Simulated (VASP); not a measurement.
Input of a VASP 6.6.1 run:

File INCAR:

```
SYSTEM = CS2
PREC     = Accurate       ! precision mode
ENCUT    = 520            ! plane-wave cutoff, eV
EDIFF    = 1E-6           ! SCF threshold, eV
ISMEAR   = -1             ! smearing method
SIGMA    = 0.05           ! smearing width, eV
LREAL    = .False.        ! projectors in reciprocal space
LASPH    = .True.         ! aspherical terms in the spheres
NELM     = 60             ! most SCF steps
ALGO     = Normal         ! electronic algorithm
ISIF     = 2              ! what is computed and relaxed
LWAVE    = .False.        ! write WAVECAR
LCHARG   = .False.        ! write CHGCAR
GGA      = PS             ! functional
NBANDS   = 25             ! bands
```

The input KPOINTS:

```
regular mesh
0
Gamma
  6 6 3
  0 0 0
```

The input POSCAR:

```
CS2
1.0
    2.3674660437     -2.2638589929      0.0000000000
    2.3674660437      2.2638589929      0.0000000000
    0.0000000000      0.0000000000      7.6275379787
S C
4 2
Direct
    0.2508310994      0.7491689006      0.8604232506
    0.2491689006      0.7508310994      0.3604232506
    0.7508310994      0.2491689006      0.6395767494
    0.7491689006      0.2508310994      0.1395767494
    0.5000000000      0.5000000000      0.5000000000
    0.0000000000      0.0000000000      0.0000000000
```

Potentials or basis: VASP PAW PBE potentials, release 64 (S, C).

Run with:

```sh
$ cat potpaw_PBE.64/S/POTCAR potpaw_PBE.64/C/POTCAR > POTCAR
$ mpirun -np 1 vasp_std > vasp.out
```

**Question.** What does it give for the largest force?

**Answer.** 0.234 eV/Å.

**Question.** Estimate the band gap on the k mesh.

**Answer.** Zero (bands 16 and 17 overlap by 0.38 eV).

**Question.** Estimate the pressure.

**Answer.** 19.2 GPa.

Stress tensor (GPa, compression positive):
```
20.06  0.00  0.00
 0.00 18.65  0.00
 0.00  0.00 18.80
```

Caveat: the cell stands under pressure; this functional lacks dispersion, which holds the molecules together, so the pressure and a relaxed volume are unreliable; the PAW data sets were made with another functional, which shifts forces and pressure a little.
